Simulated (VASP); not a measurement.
A run of VASP 6.6.1 is set up as follows.

File INCAR:

```
  PREC = Accurate
  ENCUT = 520
  EDIFF = 1E-6
  ISMEAR = 0
  SIGMA = 0.1
  LREAL = False
  LASPH = True
  NELM = 100
  ALGO = Normal
  ISIF = 2
  LWAVE = False
  LCHARG = False
  GGA = PE
  NBANDS = 9
```

File KPOINTS:

```
regular mesh
0
Gamma
  8 4 6
```

File POSCAR:

```
Se
1.0
    2.3133966400      0.0000000000      0.0000000000
    0.0000000000      3.9854420700      0.0000000000
   -0.0709816500      0.0000000000      2.7320751500
Se
1
Direct
    0.0000000000      0.5000000000      0.5000000000
```

Potentials or basis: VASP PAW PBE potentials, release 64 (Se).

The run is started by

```sh
$ cat potpaw_PBE.64/Se/POTCAR > POTCAR
$ mpirun -np 1 vasp_std > vasp.out
```

(1) What does it give for the band gap on the k mesh?

(2) Predict the pressure.

Answers

(1) zero (band 3 reaches 5.46 eV, above the bottom of band 4 at 2.61 eV).

(2) 12.5 GPa.

Caveat: the k points lie up to 0.39 Å⁻¹ apart.
